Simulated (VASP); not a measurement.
Ge:

```
CELL_PARAMETERS angstrom
0.00000 2.28992 2.28992
2.28992 0.00000 2.28992
2.28992 2.28992 0.00000
ATOMIC_POSITIONS crystal
Ge 0.00000 0.00000 0.00000
```

```yaml
Program: VASP 6.6.1
Task: relaxation of cell and atoms
Functional: PBEsol
Potentials_or_basis: VASP PAW PBE potentials, release 64 (Ge_d)
Cutoff: 600 eV
k_mesh: 6 × 6 × 6
Occupations: gaussian, width 0.1 eV
Spin: no spin polarisation
```

At the start: pressure -9.4 GPa; volume 24.02 Å³/atom.

Question: How do energy, volume and symmetry change on relaxing?

Answer: Over 3 steps the energy falls by 178.4 meV/atom and the volume is 19.19 Å³/atom (-20.1 %); space group Fm-3m (No. 225, to 0.05 Å).

The path:
| step | energy change (eV) | largest force (eV/Å) | pressure (GPa) | volume (Å³) |
| --- | --- | --- | --- | --- |
| 1 | 0.0000 | 0.0000 | -9.44 | 24.02 |
| 2 | -0.1781 | 0.0000 | -0.92 | 19.43 |
| 3 | -0.1784 | 0.0000 | 0.16 | 19.19 |

Final structure:
```
CELL_PARAMETERS angstrom
0.00000 2.12484 2.12484
2.12484 0.00000 2.12484
2.12484 2.12484 0.00000
ATOMIC_POSITIONS crystal
Ge 0.00000 0.00000 0.00000
```

Caveat: the k points lie up to 0.43 Å⁻¹ apart in the final cell; the volume moved by over 15 % at a fixed basis, so the end points are rough; the PAW data sets were made with another functional, which shifts forces and pressure a little.
